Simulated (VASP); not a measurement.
A run of VASP 6.6.1 is set up as follows.

The input INCAR:

```
SYSTEM = Al2Pt
ALGO = Normal ; EDIFF = 1E-6
ENCUT = 520 ; GGA = CA
ISIF = 2 ; ISMEAR = -1
LASPH = .TRUE. ; LCHARG = .FALSE.
LREAL = .FALSE. ; LWAVE = .FALSE.
NBANDS = 15 ; NELM = 80
PREC = Accurate ; SIGMA = 0.08
```

The input KPOINTS:

```
k-points
0
G
  12 12 12
  0 0 0
```

Contents of POSCAR:

```
Al2Pt
1.0
    0.0000000000      2.9550000000      2.9845500000
    2.9550000000      0.0000000000      2.9845500000
    2.9550000000      2.9550000000      0.0000000000
Al Pt
2 1
Direct
    0.2500000000      0.2500000000      0.2500000000
    0.7500000000      0.7500000000      0.7500000000
    0.0000000000      0.0000000000      0.0000000000
```

Potentials or basis: VASP PAW LDA potentials, release 64 (Al, Pt).

Run with:

```bash
$ cat potpaw_LDA.64/Al/POTCAR potpaw_LDA.64/Pt/POTCAR > POTCAR
$ mpirun -np 1 vasp_std > vasp.out
```

(1) Estimate the pressure.

(2) What does it give for the band gap on the k mesh?

Results:

(1) -4.8 GPa.

(2) zero (bands 8 and 9 overlap by 5.32 eV).

Caveat: the cell differs from its parent crystal (zz strain of +1 %); the cell stands under tension; spin-orbit coupling is left out, which moves the levels of the heavy elements.
